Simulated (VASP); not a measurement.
Crystal: Ca.

```
CELL_PARAMETERS angstrom
0.00000 2.75179 2.75179
2.75179 0.00000 2.75179
2.75179 2.75179 0.00000
ATOMIC_POSITIONS crystal
Ca 0.00000 0.00000 0.00000
```

Base run:

| Item | Value |
| --- | --- |
| Program | VASP 6.6.1 |
| Functional | PBE |
| Potentials or basis | VASP PAW PBE potentials, release 64 (Ca_sv) |
| Cutoff | 520 eV |
| k mesh | 6 × 6 × 6 |
| Occupations | gaussian, width 0.05 eV |
| Spin | no spin polarisation |

Its results: band gap on the k mesh zero (bands 5 and 6 overlap by 0.16 eV); pressure 0.0 GPa.

Task: The run is repeated on the same cell with these changes: functional from PBE to HSE06; further incar settings from ALGO = Normal; EDIFF = 1e-06; NBANDS = 11 to ALGO = Normal; EDIFF = 1e-07; NBANDS = 11. What comes out?

Result: Band gap on the k mesh zero (bands 5 and 6 overlap by 0.45 eV); pressure 0.6 GPa.

Caveats: the PAW data sets were made with another functional, which shifts forces and pressure a little (at least some runs).
